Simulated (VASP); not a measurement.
# C (Fm-3m) in VASP: a series of runs

C is run at these levels: PBE; tasks: relaxation of cell and atoms, single point.

Program: VASP 6.6.1. These are calculated values, not measurements. Logs are shortened: lines on timing, memory, paths and dates and some standing lists are left out, and cuts for length are marked.

## 1. The cell of the first run

Symmetry: Fm-3m, No. 225, cubic system. Conventional cell: a = 4.235 Å, b = 4.235 Å, c = 4.235 Å, α = 90.00°, β = 90.00°, γ = 90.00°. C (site symmetry m-3m) has 8 C at 1.83 Å within 2.4 Å. C (site symmetry -43m) has 10 C at 1.83 to 2.12 Å within 2.4 Å.

## 2. Relaxation of cell and atoms, PBE

File INCAR:

```
SYSTEM = C
PREC     = Accurate       ! precision mode
ENCUT    = 600            ! plane-wave cutoff, eV
EDIFF    = 1E-6           ! SCF threshold, eV
ISMEAR   = 0              ! smearing method
SIGMA    = 0.1            ! smearing width, eV
LREAL    = .FALSE.        ! projectors in reciprocal space
LASPH    = .TRUE.         ! aspherical terms in the spheres
NELM     = 100            ! most SCF steps
ALGO     = Normal         ! electronic algorithm
ISIF     = 3              ! what is computed and relaxed
LWAVE    = .FALSE.        ! write WAVECAR
LCHARG   = .FALSE.        ! write CHGCAR
GGA      = PE             ! functional
IBRION   = 2              ! ionic algorithm
NSW      = 90             ! ionic steps
EDIFFG   = -0.04          ! ionic threshold
```

File KPOINTS:

```
regular mesh
0
G
  8 8 8
  0 0 0
```

File POSCAR:

```
C
1.0
    0.0000000000      2.1173110900      2.1173110900
    2.1173110900      0.0000000000      2.1173110900
    2.1173110900      2.1173110900      0.0000000000
C
3
Direct
    0.5000000000      0.5000000000      0.5000000000
    0.7500000000      0.7500000000      0.7500000000
    0.2500000000      0.2500000000      0.2500000000
```

Potentials or basis: VASP PAW PBE potentials, release 64 (C).

The run is started by

```console
$ cat potpaw_PBE.64/C/POTCAR > POTCAR
$ mpirun -np 1 vasp_std > vasp.out
```

OUTCAR:

```text
SYSTEM = C
   PREC = Accurate
   ENCUT = 600
   EDIFF = 1E-6
   ISMEAR = 0
   LREAL = .FALSE.
   LASPH = .TRUE.
   NELM = 100
   ISIF = 3
   GGA = PE
   IBRION = 2
   NSW = 90
   EDIFFG = -0.04

 ion  position               nearest neighbor table
   1  0.500  0.500  0.500-   2 1.83   3 1.83   3 1.83   3 1.83   3 1.83   2 1.83   2 1.83   2 1.83

   2  0.750  0.750  0.750-   1 1.83   1 1.83   1 1.83   1 1.83
   3  0.250  0.250  0.250-   1 1.83   1 1.83   1 1.83   1 1.83

  LATTYP: Found a face centered cubic cell.
 ALAT       =     4.2346221800

  Lattice vectors:

 A1 = (   0.0000000000,   2.1173110900,   2.1173110900)
 A2 = (   2.1173110900,   0.0000000000,   2.1173110900)
 A3 = (   2.1173110900,   2.1173110900,   0.0000000000)

Analysis of symmetry for initial positions (statically):
=====================================================================
 Subroutine PRICEL returns:
 Original cell was already a primitive cell.

 Routine SETGRP: Setting up the symmetry group for a
 face centered cubic supercell.

 Subroutine GETGRP returns: Found 48 space group operations
 (whereof 48 operations were pure point group operations)
 out of a pool of 48 trial point group operations.

The static configuration has the point symmetry O_h .

Analysis of symmetry for dynamics (positions and initial velocities):
=====================================================================
 Subroutine PRICEL returns:
 Original cell was already a primitive cell.

 Routine SETGRP: Setting up the symmetry group for a
 face centered cubic supercell.

 Subroutine GETGRP returns: Found 48 space group operations
 (whereof 48 operations were pure point group operations)
 out of a pool of 48 trial point group operations.

The dynamic configuration has the point symmetry O_h .

 Subroutine INISYM returns: Found 48 space group operations
 (whereof 48 operations are pure point group operations),
 and found     1 'primitive' translations

----------------------------------------------------------------------------------------

                                     Primitive cell

  volume of cell :      18.9838

  direct lattice vectors                    reciprocal lattice vectors
     0.000000000  2.117311090  2.117311090    -0.236148577  0.236148577  0.236148577
     2.117311090  0.000000000  2.117311090     0.236148577 -0.236148577  0.236148577
     2.117311090  2.117311090  0.000000000     0.236148577  0.236148577 -0.236148577

  length of vectors
     2.994330059  2.994330059  2.994330059     0.409021333  0.409021333  0.409021333

  position of ions in fractional coordinates (direct lattice)
     0.500000000  0.500000000  0.500000000
     0.750000000  0.750000000  0.750000000
     0.250000000  0.250000000  0.250000000

  ion indices of the primitive-cell ions
   primitive index   ion index
                 1           1
                 2           2
                 3           3

----------------------------------------------------------------------------------------

 KPOINTS: regular mesh

Automatic generation of k-mesh.
 Grid dimensions read from file:
 generate k-points for:    8    8    8

 Generating k-lattice:

  Cartesian coordinates                     Fractional coordinates (reciprocal lattice)
    -0.029518572  0.029518572  0.029518572     0.125000000  0.000000000  0.000000000
     0.029518572 -0.029518572  0.029518572     0.000000000  0.125000000  0.000000000
     0.029518572  0.029518572 -0.029518572     0.000000000  0.000000000  0.125000000

  Length of vectors
     0.051127667  0.051127667  0.051127667

  Shift w.r.t. Gamma in fractional coordinates (k-lattice)
     0.000000000  0.000000000  0.000000000

 Subroutine IBZKPT returns following result:
 ===========================================

 Found     29 irreducible k-points:

 Following reciprocal coordinates:
            Coordinates               Weight
  0.000000  0.000000  0.000000      1.000000
  0.125000  0.000000  0.000000      8.000000
  0.250000  0.000000  0.000000      8.000000
  0.375000  0.000000  0.000000      8.000000
  0.500000  0.000000  0.000000      4.000000
  0.125000  0.125000  0.000000      6.000000
[... 16 lines left out ...]
  0.500000  0.250000  0.125000     48.000000
 -0.375000  0.250000  0.125000     24.000000
 [... further k-points ...]
   k-points           NKPTS =     29   k-points in BZ     NKDIM =     29   number of bands    NBANDS=     10
   number of dos      NEDOS =    301   number of ions     NIONS =      3
   total plane-waves  NPLWV =  13824
   dimension x,y,z NGX =    24 NGY =   24 NGZ =   24
   dimension x,y,z NGXF=    48 NGYF=   48 NGZF=   48
   ions per type =               3
   NGX,Y,Z   is equivalent  to a cutoff of  13.32, 13.32, 13.32 a.u.
   NGXF,Y,Z  is equivalent  to a cutoff of  26.65, 26.65, 26.65 a.u.
 SYSTEM =  C
   PREC   = accura    normal or accurate (medium, high low for compatibility)
   ISTART =      0    job   : 0-new  1-cont  2-samecut
   ICHARG =      2    charge: 1-file 2-atom 10-const
   ISPIN  =      1    spin polarized calculation?
   LNONCOLLINEAR =      F non collinear calculations
   LSORBIT =      F    spin-orbit coupling
   LASPH  =      T    aspherical Exc in radial PAW
   ENCUT  =  600.0 eV  44.10 Ry    6.64 a.u.   5.98  5.98  5.98*2*pi/ulx,y,z
   NELM   =    100;   NELMIN=  2; NELMDL= -5     # of ELM steps
   EDIFF  = 0.1E-05   stopping-criterion for ELM
   LREAL  =      F    real-space projection
   EDIFFG = -.4E-01   stopping-criterion for IOM
   NSW    =     90    number of steps for IOM
   IBRION =      2    ionic relax: 0-MD 1-quasi-New 2-CG
   NFREE  =      1    steps in history (QN), initial steepest desc. (CG)
   ISIF   =      3    stress and relaxation
   ISYM   =      2    0-nonsym 1-usesym 2-fastsym
   POTIM  = 0.5000    time-step for ionic-motion
   TEBEG  =    0.0;   TEEND  =   0.0 temperature during run
   PSTRESS=    0.0 pullay stress
   NELECT =      12.0000    total number of electrons
   NUPDOWN=      -1.0000    fix difference up-down
   EMIN   =  10.00;   EMAX   =-10.00  energy-range for DOS
   EFERMI =   0.00;   METHOD = LEGACY
   ISMEAR =     0;   SIGMA  =   0.10  broadening in eV -4-tet -1-fermi 0-gaus
   EFERMI_NEDOS =   21; number of points for ismear=-14 and -15
   IALGO  =     38    algorithm
   IMIX   =      4    mixing-type and parameters
     AMIX     =   0.40;   BMIX     =  1.00
     AMIX_MAG =   1.60;   BMIX_MAG =  1.00
  volume/ion in A,a.u.               =       6.33        42.70
  Fermi-wavevector in a.u.,A,eV,Ry     =   1.404992  2.655050 26.857942  1.974003
  Thomas-Fermi vector in A             =   2.527498
   LORBIT       =      0    0 simple, 1 ext, 2 COOP (PROOUT), +10 PAW based schemes
   GGA     = PE    functional components
   LHFCALC =     F    Hartree Fock is set to
   AEXX    =    0.0000 exact exchange contribution
   IVDW    =     0    specifies the selected vdW correction
   LEPSILON=     F    determine dielectric tensor
   LRPA    =     F    only Hartree local field effects (RPA)
 conjugate gradient relaxation of ions
 non-spin polarized calculation
 Gauss-broadening in eV      SIGMA  =   0.10
  energy-cutoff  :      600.00
  volume of cell :       18.98
 maximum number of plane-waves:       648
   NGX = 11   NGY = 11   NGZ = 11

--------------------------------------- Ionic step        1  -------------------------------------------

 number of electron      11.9999999 magnetization

 Free energy of the ion-electron system (eV)
  ---------------------------------------------------
  ext. energy  EPLUGINS =         0.00000000
  ---------------------------------------------------
  free energy    TOTEN  =       -16.01165356 eV

  energy without entropy =      -16.00676818  energy(sigma->0) =      -16.00921087

 E-fermi :  10.0693     XC(G=0): -13.0742

 val. band max:       10.0467330133   @ k =   0.3750   0.1250   0.0000
 cond. band min:      10.1497121738   @ k =   0.2500   0.1250   0.0000
 fundamental gap:      0.1029791605
 Fermi energy:        10.0692721725

 k-point     1 :       0.0000    0.0000    0.0000
  band No.  band energies     occupation
      1     -11.6894      2.00000
      2       6.5169      2.00000
      3       6.5169      2.00000
      4       6.5169      2.00000
      5       6.7594      2.00000
      6       6.7594      2.00000
      7       6.7594      2.00000
      8       7.8539      2.00000
      9      11.7113      0.00000
     10      15.3475      0.00000

 k-point     2 :       0.1250    0.0000    0.0000
  band No.  band energies     occupation
      1     -11.3754      2.00000
      2       3.1332      2.00000
      3       5.4102      2.00000
      4       5.4102      2.00000
      5       7.1346      2.00000
      6       7.8652      2.00000
      7       7.8652      2.00000
      8       9.7926      1.99991
      9      12.6839      0.00000
     10      15.1554      0.00000

 k-point     3 :       0.2500    0.0000    0.0000
  band No.  band energies     occupation
      1     -10.4414      2.00000
      2      -0.4678      2.00000
      3       4.5030      2.00000
      4       4.5030      2.00000
      5       6.7757      2.00000
      6       8.4559      2.00000
      7       8.4559      2.00000
      8      11.0222      0.00000
      9      14.2085      0.00000
     10      15.4601      0.00000
[... 323 lines left out ...]
 VOLUME and BASIS-vectors are now :
 -----------------------------------------------------------------------------
  energy-cutoff  :      600.00
  volume of cell :       20.75
      direct lattice vectors                 reciprocal lattice vectors
     0.000000000  2.180984024  2.180984024    -0.229254316  0.229254316  0.229254316
     2.180984024 -0.000000000  2.180984024     0.229254316 -0.229254316  0.229254316
     2.180984024  2.180984024  0.000000000     0.229254316  0.229254316 -0.229254316

 POSITION                                       TOTAL-FORCE (eV/Angst)
 -----------------------------------------------------------------------------------
      2.18098      2.18098      2.18098        -0.000000      0.000000     -0.000000
      3.27148      3.27148      3.27148         0.000000      0.000000     -0.000000
      1.09049      1.09049      1.09049        -0.000000     -0.000000      0.000000
 -----------------------------------------------------------------------------------
    total drift:                               -0.000000      0.000000      0.000000

  FREE ENERGIE OF THE ION-ELECTRON SYSTEM (eV)
  ---------------------------------------------------
  free  energy   TOTEN  =       -16.0703060933 eV

  energy  without entropy=      -16.0647142319  energy(sigma->0) =      -16.06751016

--------------------------------------- Ionic step        3  -------------------------------------------

 number of electron      12.0000000 magnetization

 Free energy of the ion-electron system (eV)
  ---------------------------------------------------
  ext. energy  EPLUGINS =         0.00000000
  ---------------------------------------------------
  free energy    TOTEN  =       -16.07517803 eV

  energy without entropy =      -16.07044601  energy(sigma->0) =      -16.07281202

 E-fermi :   9.1314     XC(G=0): -12.7361

 val. band max:        9.1312240422   @ k =   0.3750   0.1250   0.0000
 cond. band min:       9.2048412969   @ k =   0.2500   0.1250   0.0000
 fundamental gap:      0.0736172547
 Fermi energy:         9.1314184580

 k-point     1 :       0.0000    0.0000    0.0000
  band No.  band energies     occupation
      1     -11.7155      2.00000
      2       5.8155      2.00000
      3       5.8155      2.00000
      4       5.8155      2.00000
      5       6.0225      2.00000
      6       6.0225      2.00000
      7       6.0225      2.00000
      8       6.2901      2.00000
      9       9.9351      0.00000
     10      14.1407      0.00000

 k-point     2 :       0.1250    0.0000    0.0000
  band No.  band energies     occupation
      1     -11.4159      2.00000
      2       2.4749      2.00000
      3       4.7665      2.00000
      4       4.7665      2.00000
      5       5.9208      2.00000
      6       7.0678      2.00000
      7       7.0678      2.00000
      8       8.5133      2.00000
      9      11.0880      0.00000
     10      13.9856      0.00000

 k-point     3 :       0.2500    0.0000    0.0000
  band No.  band energies     occupation
      1     -10.5251      2.00000
      2      -0.9714      2.00000
      3       3.9098      2.00000
      4       3.9098      2.00000
      5       5.4962      2.00000
      6       7.6353      2.00000
      7       7.6353      2.00000
      8       9.6340      0.00000
      9      12.7974      0.00000
     10      14.2729      0.00000
[... 286 lines left out ...]
 VOLUME and BASIS-vectors are now :
 -----------------------------------------------------------------------------
  energy-cutoff  :      600.00
  volume of cell :       20.34
      direct lattice vectors                 reciprocal lattice vectors
     0.000000000  2.166705107  2.166705107    -0.230765137  0.230765137  0.230765137
     2.166705107 -0.000000000  2.166705107     0.230765137 -0.230765137  0.230765137
     2.166705107  2.166705107  0.000000000     0.230765137  0.230765137 -0.230765137

 POSITION                                       TOTAL-FORCE (eV/Angst)
 -----------------------------------------------------------------------------------
      2.16671      2.16671      2.16671        -0.000000     -0.000000     -0.000000
      3.25006      3.25006      3.25006        -0.000000     -0.000000      0.000000
      1.08335      1.08335      1.08335         0.000000      0.000000     -0.000000
 -----------------------------------------------------------------------------------
    total drift:                               -0.000000      0.000000      0.000000

  FREE ENERGIE OF THE ION-ELECTRON SYSTEM (eV)
  ---------------------------------------------------
  free  energy   TOTEN  =       -16.0751780264 eV

  energy  without entropy=      -16.0704460072  energy(sigma->0) =      -16.07281202

 reached required accuracy - stopping structural energy minimisation
```

Wall time 19 s (1 thread of Intel Xeon 8259CL, shared host); peak memory 0.13 GiB.

Results:

| Item | Value |
| --- | --- |
| Free energy | -16.0752 eV |
| Relaxed volume | 6.78 Å³/atom |
| Relaxed cell | a = 3.064 Å, b = 3.064 Å, c = 3.064 Å, α = 60.00°, β = 60.00°, γ = 60.00° |
| Space group after relaxing (to 0.05 Å) | Fm-3m (No. 225) |
| Energy gained by relaxing | 21.2 meV/atom |
| Ionic steps | 3 |
| Pressure after relaxing | -0.1 GPa |
| Band gap on the k mesh | zero (band 6 reaches 10.47 eV, above the bottom of band 7 at 6.02 eV) |

Step by step:
| step | energy change (eV) | largest force (eV/Å) | pressure (GPa) | volume (Å³) |
| --- | --- | --- | --- | --- |
| 1 | 0.0000 | 0.0000 | 15.78 | 18.98 |
| 2 | -0.0587 | 0.0000 | -3.71 | 20.75 |
| 3 | -0.0635 | 0.0000 | -0.06 | 20.34 |

Final structure:
```xyz
3
Lattice="0.0000 2.1667 2.1667 2.1667 0.0000 2.1667 2.1667 2.1667 0.0000" Properties=species:S:1:pos:R:3 pbc="T T T"
C     2.1667    2.1667    2.1667
C     3.2501    3.2501    3.2501
C     1.0834    1.0834    1.0834
```

## 3. Single point, PBE, collinear spin, ferromagnetic start

File INCAR:

```
ALGO     = Normal         # electronic algorithm
EDIFF    = 1E-6           # SCF threshold, eV
ENCUT    = 520            # plane-wave cutoff, eV
GGA      = PE             # functional
ISIF     = 2              # what is computed and relaxed
ISMEAR   = 0              # smearing method
ISPIN    = 2              # spin polarisation
LASPH    = T              # aspherical terms in the spheres
LCHARG   = T              # write CHGCAR
LELF     = T              # ELF
LORBIT   = 11             # projections on sites
LREAL    = F              # projectors in reciprocal space
LVHAR    = T            
LWAVE    = F              # write WAVECAR
MAGMOM   = 1 1 1          # initial moments
NBANDS   = 17             # bands
NELM     = 150            # most SCF steps
PREC     = Accurate       # precision mode
SIGMA    = 0.1            # smearing width, eV
```

File KPOINTS:

```
k-points
0
Gamma
  8 8 8
```

POSCAR is that of step 2.

Potentials or basis: VASP PAW PBE potentials, release 64 (C).

The run is started by

```console
$ cat potpaw_PBE.64/C/POTCAR > POTCAR
$ mpirun -np 1 vasp_std > vasp.out
```

Run time: 31 s. Hardware: 1 thread of Intel Xeon 8259CL, shared host; peak memory 0.14 GiB.

Results (log left out):

| Quantity | Value |
| --- | --- |
| Free energy | -16.0094 eV |
| Pressure | 16.1 GPa |
| Band gap on the k mesh | zero (filled and empty bands overlap) |
| Net moment | 0.00 μB per cell |
| Valence electrons inside the program's atomic spheres | C 2.18, 2.23 |

Levels at points of the mesh, in eV from the Fermi level:
Spin up:
| k point | band 4 | band 5 | band 6 | band 7 | band 8 | band 9 |
| --- | --- | --- | --- | --- | --- | --- |
| (0.00, 0.00, 0.00) | -3.55 | -3.31 | -3.31 | -3.31 | -2.22 | 1.64 |
| (0.50, 0.00, 0.00) | -6.26 | -3.66 | -1.90 | -1.90 | 1.24 | 6.91 |
| (0.50, 0.50, 0.00) | -9.60 | -8.09 | -1.63 | 4.95 | 4.95 | 6.76 |
Spin down:
```tsv
k point	band 4	band 5	band 6	band 7	band 8	band 9
(0.00, 0.00, 0.00)	-3.55	-3.31	-3.31	-3.31	-2.22	1.64
(0.50, 0.00, 0.00)	-6.26	-3.66	-1.90	-1.90	1.24	6.91
(0.50, 0.50, 0.00)	-9.60	-8.09	-1.63	4.95	4.95	6.76
```
